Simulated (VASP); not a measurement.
# In (Im-3m) in VASP: a series of runs, part 2 of 2

VASP 6.6.1. The steps go on from the part before.

## (4) Relaxation of cell and atoms, LDA

This run uses another cell than the first one, of 26.14 Å³/atom, 0.973 times its volume.

INCAR reads:

```
SYSTEM = In
ALGO = Normal
EDIFF = 1E-7
EDIFFG = -0.01
ENCUT = 600
IBRION = 2
ISIF = 3
ISMEAR = -1
LASPH = .TRUE.
LCHARG = .FALSE.
LREAL = .FALSE.
LWAVE = .FALSE.
NELM = 100
NSW = 80
PREC = Accurate
SIGMA = 0.1
```

KPOINTS reads:

```
k-points
0
G
  12 12 12
  0 0 0
```

POSCAR reads:

```
In
1.0
   -1.8696844469      1.8696844469      1.8696844469
    1.8696844469     -1.8696844469      1.8696844469
    1.8696844469      1.8696844469     -1.8696844469
In
1
Direct
    0.0000000000      0.0000000000      0.0000000000
```

Potentials or basis: VASP PAW LDA potentials, release 64 (In_d).

Run with:

```
$ cat potpaw_LDA.64/In_d/POTCAR > POTCAR
$ mpirun -np 1 vasp_std > vasp.out
```

OUTCAR:

```text
SYSTEM = In
   EDIFF = 1E-7
   EDIFFG = -0.01
   ENCUT = 600
   IBRION = 2
   ISIF = 3
   ISMEAR = -1
   LASPH = .TRUE.
   LREAL = .FALSE.
   NELM = 100
   NSW = 80
   PREC = Accurate

 ion  position               nearest neighbor table
   1  0.000  0.000  0.000-

  LATTYP: Found a body centered cubic cell.
 ALAT       =     3.7393688938

  Lattice vectors:

 A1 = (  -1.8696844469,   1.8696844469,   1.8696844469)
 A2 = (   1.8696844469,  -1.8696844469,   1.8696844469)
 A3 = (   1.8696844469,   1.8696844469,  -1.8696844469)

Analysis of symmetry for initial positions (statically):
=====================================================================
 Subroutine PRICEL returns:
 Original cell was already a primitive cell.

 Routine SETGRP: Setting up the symmetry group for a
 body centered cubic supercell.

 Subroutine GETGRP returns: Found 48 space group operations
 (whereof 48 operations were pure point group operations)
 out of a pool of 48 trial point group operations.

The static configuration has the point symmetry O_h .

Analysis of symmetry for dynamics (positions and initial velocities):
=====================================================================
 Subroutine PRICEL returns:
 Original cell was already a primitive cell.

 Routine SETGRP: Setting up the symmetry group for a
 body centered cubic supercell.

 Subroutine GETGRP returns: Found 48 space group operations
 (whereof 48 operations were pure point group operations)
 out of a pool of 48 trial point group operations.

The dynamic configuration has the point symmetry O_h .

 Subroutine INISYM returns: Found 48 space group operations
 (whereof 48 operations are pure point group operations),
 and found     1 'primitive' translations

----------------------------------------------------------------------------------------

                                     Primitive cell

  volume of cell :      26.1436

  direct lattice vectors                    reciprocal lattice vectors
    -1.869684447  1.869684447  1.869684447     0.000000000  0.267424806  0.267424806
     1.869684447 -1.869684447  1.869684447     0.267424806  0.000000000  0.267424806
     1.869684447  1.869684447 -1.869684447     0.267424806  0.267424806  0.000000000

  length of vectors
     3.238388456  3.238388456  3.238388456     0.378195787  0.378195787  0.378195787

  position of ions in fractional coordinates (direct lattice)
     0.000000000  0.000000000  0.000000000

  ion indices of the primitive-cell ions
   primitive index   ion index
                 1           1

----------------------------------------------------------------------------------------

 KPOINTS: k-points

Automatic generation of k-mesh.
 Grid dimensions read from file:
 generate k-points for:   12   12   12

 Generating k-lattice:

  Cartesian coordinates                     Fractional coordinates (reciprocal lattice)
     0.000000000  0.022285400  0.022285400     0.083333333  0.000000000  0.000000000
     0.022285400  0.000000000  0.022285400     0.000000000  0.083333333  0.000000000
     0.022285400  0.022285400  0.000000000     0.000000000  0.000000000  0.083333333
[... 40 lines left out ...]
   number of dos      NEDOS =    301   number of ions     NIONS =      1
   total plane-waves  NPLWV =  21952
   dimension x,y,z NGX =    28 NGY =   28 NGZ =   28
   dimension x,y,z NGXF=    56 NGYF=   56 NGZF=   56
   ions per type =               1
   NGX,Y,Z   is equivalent  to a cutoff of  14.37, 14.37, 14.37 a.u.
   NGXF,Y,Z  is equivalent  to a cutoff of  28.75, 28.75, 28.75 a.u.
 SYSTEM =  In
   PREC   = accura    normal or accurate (medium, high low for compatibility)
   ISTART =      0    job   : 0-new  1-cont  2-samecut
   ICHARG =      2    charge: 1-file 2-atom 10-const
   ISPIN  =      1    spin polarized calculation?
   LNONCOLLINEAR =      F non collinear calculations
   LSORBIT =      F    spin-orbit coupling
   LASPH  =      T    aspherical Exc in radial PAW
   ENCUT  =  600.0 eV  44.10 Ry    6.64 a.u.   6.47  6.47  6.47*2*pi/ulx,y,z
   NELM   =    100;   NELMIN=  2; NELMDL= -5     # of ELM steps
   EDIFF  = 0.1E-06   stopping-criterion for ELM
   LREAL  =      F    real-space projection
   EDIFFG = -.1E-01   stopping-criterion for IOM
   NSW    =     80    number of steps for IOM
   IBRION =      2    ionic relax: 0-MD 1-quasi-New 2-CG
   NFREE  =      1    steps in history (QN), initial steepest desc. (CG)
   ISIF   =      3    stress and relaxation
   ISYM   =      2    0-nonsym 1-usesym 2-fastsym
   POTIM  = 0.5000    time-step for ionic-motion
   TEBEG  =    0.0;   TEEND  =   0.0 temperature during run
   PSTRESS=    0.0 pullay stress
   NELECT =      13.0000    total number of electrons
   NUPDOWN=      -1.0000    fix difference up-down
   EMIN   =  10.00;   EMAX   =-10.00  energy-range for DOS
   EFERMI =   0.00;   METHOD = LEGACY
   ISMEAR =    -1;   SIGMA  =   0.10  broadening in eV -4-tet -1-fermi 0-gaus
   EFERMI_NEDOS =   21; number of points for ismear=-14 and -15
   IALGO  =     38    algorithm
   IMIX   =      4    mixing-type and parameters
     AMIX     =   0.40;   BMIX     =  1.00
     AMIX_MAG =   1.60;   BMIX_MAG =  1.00
  volume/ion in A,a.u.               =      26.14       176.43
  Fermi-wavevector in a.u.,A,eV,Ry     =   1.296983  2.450943 22.887245  1.682165
  Thomas-Fermi vector in A             =   2.428405
   LORBIT       =      0    0 simple, 1 ext, 2 COOP (PROOUT), +10 PAW based schemes
   GGA     = CA    functional components
   LHFCALC =     F    Hartree Fock is set to
   AEXX    =    0.0000 exact exchange contribution
   IVDW    =     0    specifies the selected vdW correction
   LEPSILON=     F    determine dielectric tensor
   LRPA    =     F    only Hartree local field effects (RPA)
 conjugate gradient relaxation of ions
 non-spin polarized calculation
  energy-cutoff  :      600.00
  volume of cell :       26.14
 maximum number of plane-waves:       911
 NGX is ok and might be reduce to    28
   NGX = 13   NGY = 13   NGZ = 13

--------------------------------------- Ionic step        1  -------------------------------------------

 number of electron      12.9999996 magnetization

 Free energy of the ion-electron system (eV)
  ---------------------------------------------------
  ext. energy  EPLUGINS =         0.00000000
  ---------------------------------------------------
  free energy    TOTEN  =        -3.19729564 eV

  energy without entropy =       -3.18108729  energy(sigma->0) =       -3.18919146

------------------------ aborting loop because EDIFF is reached ----------------------------------------

  FORCE on cell =-STRESS in cart. coord.  units (eV):
  Direction    XX          YY          ZZ          XY          YZ          ZX
  --------------------------------------------------------------------------------------
  -------------------------------------------------------------------------------------
  Total       -0.3352151     -0.3352151     -0.3352151      0.0000000      0.0000000      0.0000000
  in kB      -20.5432552    -20.5432552    -20.5432552      0.0000000      0.0000000      0.0000000
  external PRESSURE =     -20.5432552 kB  Pullay stress =       0.0000000 kB
[... 57 lines left out ...]
--------------------------------------- Ionic step        3  -------------------------------------------

 number of electron      13.0000005 magnetization

 Free energy of the ion-electron system (eV)
  ---------------------------------------------------
  ext. energy  EPLUGINS =         0.00000000
  ---------------------------------------------------
  free energy    TOTEN  =        -3.20544244 eV

  energy without entropy =       -3.18982403  energy(sigma->0) =       -3.19763323

 E-fermi :   7.7794     XC(G=0): -10.7587

 val. band max:        7.7771747208   @ k =  -0.4167   0.4167   0.2500
 cond. band min:       7.8731611788   @ k =   0.2500   0.2500   0.2500
 fundamental gap:      0.0959864580
 Fermi energy:         7.7794329584

 k-point     1 :       0.0000    0.0000    0.0000
  band No.  band energies     occupation
      1      -6.8805      2.00000
      2      -6.8805      2.00000
      3      -6.8805      2.00000
      4      -6.5606      2.00000
      5      -6.5606      2.00000
      6      -2.1198      2.00000
      7      19.2707      0.00000
      8      19.2707      0.00000
      9      19.2707      0.00000
     10      21.0171      0.00000
[... 287 lines left out ...]
 k-point    24 :       0.4167    0.0833    0.0833
  band No.  band energies     occupation
      1      -6.9879      2.00000
      2      -6.8973      2.00000
      3      -6.5736      2.00000
      4      -6.5610      2.00000
      5      -6.4301      2.00000
      6       4.0471      2.00000
      7       4.8228      2.00000
      8      11.8578      0.00000
      9      13.0753      0.00000
     10      20.8626      0.00000

 [... further k-points ...]
[... 5 lines left out ...]
  --------------------------------------------------------------------------------------
  -------------------------------------------------------------------------------------
  Total       -0.0014159     -0.0014159     -0.0014159     -0.0000000     -0.0000000      0.0000000
  in kB       -0.0909683     -0.0909683     -0.0909683     -0.0000000     -0.0000000      0.0000000
  external PRESSURE =      -0.0909683 kB  Pullay stress =       0.0000000 kB
[... 16 lines left out ...]
  FREE ENERGIE OF THE ION-ELECTRON SYSTEM (eV)
  ---------------------------------------------------
  free  energy   TOTEN  =        -3.2054424423 eV

  energy  without entropy=       -3.1898240272  energy(sigma->0) =       -3.19763323

 reached required accuracy - stopping structural energy minimisation
```

OSZICAR:

```text
N       E                     dE             d eps       ncg     rms          rms(c)
DAV:   1     0.749274447153E+02    0.74927E+02   -0.70876E+03  1442   0.179E+03
[... 20 lines left out ...]
       N       E                     dE             d eps       ncg     rms          rms(c)
DAV:   1    -0.320590315422E+01   -0.46853E-03   -0.11589E-02  1662   0.260E+00    0.131E-01
DAV:   2    -0.320549751616E+01    0.40564E-03   -0.91080E-04  1642   0.742E-01    0.439E-02
DAV:   3    -0.320544512693E+01    0.52389E-04   -0.17768E-04  1944   0.315E-01    0.197E-02
DAV:   4    -0.320544310641E+01    0.20205E-05   -0.34889E-06  1568   0.221E-02    0.101E-02
DAV:   5    -0.320544242750E+01    0.67891E-06   -0.87203E-07  1582   0.666E-03    0.324E-03
DAV:   6    -0.320544244232E+01   -0.14817E-07   -0.14411E-07  1592   0.327E-03
   3 F= -.32054424E+01 E0= -.31976332E+01  d E =-.814680E-02
```

CONTCAR:

```text
In
   1.00000000000000
    -1.8404933570125337    1.8404933570125337    1.8404933570125337
     1.8404933570125337   -1.8404933570125337    1.8404933570125337
     1.8404933570125337    1.8404933570125337   -1.8404933570125337
  In
     1
Direct
     0.0000000000000000    0.0000000000000000    0.0000000000000000

  0.00000000E+00  0.00000000E+00  0.00000000E+00
```

It took 1.7 min on 1 thread of Intel Xeon 6975P-C, shared host; peak memory 0.16 GiB.

What came out:

| Property | Result |
| --- | --- |
| Free energy | -3.2054 eV |
| Relaxed volume | 24.94 Å³/atom |
| Relaxed cell | a = 3.188 Å, b = 3.188 Å, c = 3.188 Å, α = 109.47°, β = 109.47°, γ = 109.47° |
| Space group after relaxing (to 0.05 Å) | Im-3m (No. 229) |
| Energy gained by relaxing | 8.1 meV/atom |
| Ionic steps | 3 |
| Pressure after relaxing | 0.0 GPa |

The path:
| step | energy change (eV) | largest force (eV/Å) | pressure (GPa) | volume (Å³) |
| --- | --- | --- | --- | --- |
| 1 | 0.0000 | 0.0000 | -2.05 | 26.14 |
| 2 | -0.0081 | 0.0000 | 0.09 | 24.90 |
| 3 | -0.0081 | 0.0000 | -0.01 | 24.94 |

Final structure:
```
CELL_PARAMETERS angstrom
-1.84049 1.84049 1.84049
1.84049 -1.84049 1.84049
1.84049 1.84049 -1.84049
ATOMIC_POSITIONS crystal
In 0.00000 0.00000 0.00000
```

Levels at points of the mesh, in eV from the Fermi level:
| k point | band 2 | band 3 | band 4 | band 5 | band 6 | band 7 | band 8 | band 9 | band 10 |
| --- | --- | --- | --- | --- | --- | --- | --- | --- | --- |
| (0.00, 0.00, 0.00) | -14.66 | -14.66 | -14.34 | -14.34 | -9.90 | 11.49 | 11.49 | 11.49 | 13.24 |
| (0.50, 0.00, 0.00) | -14.72 | -14.36 | -14.34 | -14.14 | -3.98 | -3.37 | 6.06 | 7.49 | 10.48 |
| (0.50, 0.50, 0.50) | -14.79 | -14.19 | -14.19 | -14.19 | 1.23 | 1.23 | 1.23 | 1.24 | 5.50 |

Caveat: spin-orbit coupling is left out, which moves the levels of the heavy elements.

## (5) Single point, LDA

This run uses another cell than the first one, of 24.87 Å³/atom, 0.926 times its volume.

INCAR reads:

```
SYSTEM = In
PREC = Accurate ; ENCUT = 520
EDIFF = 1E-6 ; ISMEAR = -1
SIGMA = 0.1 ; LREAL = .False.
LASPH = .True. ; NELM = 100
ALGO = Normal ; ISIF = 2
LWAVE = .False. ; LCHARG = .True.
LELF = .True. ; LVHAR = .True.
NBANDS = 12
```

KPOINTS reads:

```
regular mesh
0
Gamma
  20 20 20
  0 0 0
```

POSCAR reads:

```
In
1.0
   -1.8387316994      1.8387316994      1.8387316994
    1.8387316994     -1.8387316994      1.8387316994
    1.8387316994      1.8387316994     -1.8387316994
In
1
Direct
    0.0000000000      0.0000000000      0.0000000000
```

Run with:

```
$ cat potpaw_LDA.64/In_d/POTCAR > POTCAR
$ mpirun -np 1 vasp_std > vasp.out
```

It took 66 s on 1 thread of Intel Xeon 6975P-C, shared host; peak memory 0.19 GiB.

Results (log left out):

```yaml
Free_energy: -3.2089 eV
Pressure: 0.0 GPa
```

Levels at points of the mesh, in eV from the Fermi level:
| k point | band 2 | band 3 | band 4 | band 5 | band 6 | band 7 | band 8 | band 9 | band 10 | band 11 |
| --- | --- | --- | --- | --- | --- | --- | --- | --- | --- | --- |
| (0.00, 0.00, 0.00) | -14.65 | -14.65 | -14.33 | -14.33 | -9.91 | 11.53 | 11.53 | 11.53 | 13.26 | 13.26 |
| (0.50, 0.00, 0.00) | -14.71 | -14.35 | -14.33 | -14.13 | -3.97 | -3.37 | 6.08 | 7.51 | 10.51 | 10.67 |
| (0.50, 0.50, 0.50) | -14.79 | -14.18 | -14.18 | -14.18 | 1.24 | 1.24 | 1.24 | 1.27 | 5.52 | 5.52 |

Caveat: spin-orbit coupling is left out, which moves the levels of the heavy elements.

## (6) Single point, LDA, non-collinear spin, zero start, spin-orbit coupling

This run uses another cell than the first one, of 24.87 Å³/atom, 0.926 times its volume.

INCAR reads:

```
  PREC = Accurate
  ENCUT = 520
  EDIFF = 1E-6
  ISMEAR = -1
  SIGMA = 0.1
  LREAL = False
  LASPH = True
  NELM = 150
  ALGO = Normal
  ISIF = 2
  LWAVE = False
  LCHARG = False
  MAGMOM = 0 0 0
  LORBIT = 11
  LSORBIT = True
  GGA_COMPAT = False
  LORBMOM = True
  NBANDS = 24
```

KPOINTS reads:

```
Automatic mesh
0
Gamma
  12 12 12
```

POSCAR is that of step 5.

Potentials or basis: VASP PAW LDA potentials, release 64 (In_d).

Run with:

```
$ cat potpaw_LDA.64/In_d/POTCAR > POTCAR
$ mpirun -np 1 vasp_ncl > vasp.out
```

OUTCAR:

```text
PREC = Accurate
   ENCUT = 520
   EDIFF = 1E-6
   ISMEAR = -1
   LREAL = False
   LASPH = True
   NELM = 150
   ISIF = 2
   LORBIT = 11
   LSORBIT = True

 ion  position               nearest neighbor table
   1  0.000  0.000  0.000-

  LATTYP: Found a body centered cubic cell.
 ALAT       =     3.6774633988

  Lattice vectors:

 A1 = (  -1.8387316994,   1.8387316994,   1.8387316994)
 A2 = (   1.8387316994,  -1.8387316994,   1.8387316994)
 A3 = (   1.8387316994,   1.8387316994,  -1.8387316994)

Analysis of symmetry for initial positions (statically):
=====================================================================
 Subroutine PRICEL returns:
 Original cell was already a primitive cell.

 Routine SETGRP: Setting up the symmetry group for a
 body centered cubic supercell.

 Subroutine GETGRP returns: Found 48 space group operations
 (whereof 48 operations were pure point group operations)
 out of a pool of 48 trial point group operations.

The static configuration has the point symmetry O_h .

Analysis of symmetry for dynamics (positions and initial velocities):
=====================================================================
 Subroutine PRICEL returns:
 Original cell was already a primitive cell.

[... 853 lines left out ...]
  free  energy   TOTEN  =        -3.2424739189 eV

  energy  without entropy=       -3.2269449481  energy(sigma->0) =       -3.23470943

 orbital moment (x)

 # of ion     p       d       tot
 ----------------------------------------
  1         0.000  -0.000  -0.000
 ----------------------------------------
            0.000  -0.000  -0.000

 orbital moment (y)

 # of ion     p       d       tot
 ----------------------------------------
  1         0.000   0.000   0.000
 ----------------------------------------
            0.000   0.000   0.000

 orbital moment (z)

 # of ion     p       d       tot
 ----------------------------------------
  1         0.000   0.000   0.000
 ----------------------------------------
            0.000   0.000   0.000

 Spin-Orbit-Coupling matrix elements

 Ion:    1  E_soc:     -0.0752837
 l=   1
     0.0000000    -0.0059721    -0.0059721
    -0.0059721     0.0000000    -0.0059721
    -0.0059721    -0.0059721     0.0000000
 l=   2
     0.0000000    -0.0012957     0.0000000    -0.0012957    -0.0052794
    -0.0012957     0.0000000    -0.0039596    -0.0012957    -0.0013199
     0.0000000    -0.0039596     0.0000000    -0.0039596     0.0000000
    -0.0012957    -0.0012957    -0.0039596     0.0000000    -0.0013199
    -0.0052794    -0.0013199     0.0000000    -0.0013199     0.0000000
 l=   3
     0.0000000     0.0000000     0.0000000     0.0000000     0.0000000     0.0000000     0.0000000
     0.0000000     0.0000000     0.0000000     0.0000000     0.0000000     0.0000000     0.0000000
     0.0000000     0.0000000     0.0000000     0.0000000     0.0000000     0.0000000     0.0000000
     0.0000000     0.0000000     0.0000000     0.0000000     0.0000000     0.0000000     0.0000000
     0.0000000     0.0000000     0.0000000     0.0000000     0.0000000     0.0000000     0.0000000
     0.0000000     0.0000000     0.0000000     0.0000000     0.0000000     0.0000000     0.0000000
     0.0000000     0.0000000     0.0000000     0.0000000     0.0000000     0.0000000     0.0000000

 total charge

# of ion       s       p       d       tot
------------------------------------------
    1        1.021   0.525   9.849  11.396

 magnetization (x)

# of ion       s       p       d       tot
------------------------------------------
    1        0.000   0.000   0.000   0.000

 magnetization (y)

# of ion       s       p       d       tot
------------------------------------------
    1        0.000   0.000  -0.000   0.000

 magnetization (z)

# of ion       s       p       d       tot
------------------------------------------
    1        0.000   0.000  -0.000   0.000
```

stdout:

```text
POSCAR found type information on POSCAR In
 POSCAR found :  1 types and       1 ions
 scaLAPACK will be used
 LDA part: xc-table for (Slater(with rela. corr.)+CA(PZ))
 , standard interpolation
 POSCAR, INCAR and KPOINTS ok, starting setup
 FFT: planning ... GRIDC
 FFT: planning ... GRID_SOFT
 FFT: planning ... GRID
 WAVECAR not read
 entering main loop
```

Run time: 95 s. Hardware: 1 thread of Intel Xeon 6975P-C, shared host; peak memory 0.2 GiB.

What came out:

```
Free energy                                           : -3.2425 eV
Pressure                                              : 0.0 GPa
Net moment                                            : 0.00 μB per cell
Valence electrons inside the program's atomic spheres : In 11.40
```

Moments on the atoms (μB; x, y, z):
```
In  0.00 0.00 0.00
```

## (7) The runs side by side

| task | spin | cell | k mesh | cutoff (eV) | gap on the mesh (eV) | pressure (GPa) |
| --- | --- | --- | --- | --- | --- | --- |
| single point | off | a = 3.268 Å, angles 109.5°, 1 atom | 14 × 14 × 14 | 520 | none | -3.1 |
| single point | off | a = 3.307 Å, angles 109.5°, 1 atom | 14 × 14 × 14 | 520 | none | -4.1 |
| relaxation of cell and atoms | off | relaxed from a = 3.238 Å, angles 109.5°, 1 atom | 12 × 12 × 12 | 600 | none | 0.0 |
| single point | off | a = 3.185 Å, angles 109.5°, 1 atom | 20 × 20 × 20 | 520 | none | 0.0 |
| single point | non-collinear, zero start, SOC | a = 3.185 Å, angles 109.5°, 1 atom | 12 × 12 × 12 | 520 | - | 0.0 |

Alike in all rows: level LDA; potentials or basis VASP PAW LDA potentials, release 64 (In_d); smearing fermi-dirac 0.1 eV.

Caveats: spin-orbit coupling is left out, which moves the levels of the heavy elements (some runs).

Total energies depend on the potentials used, so only differences within one code and one set of settings carry meaning.
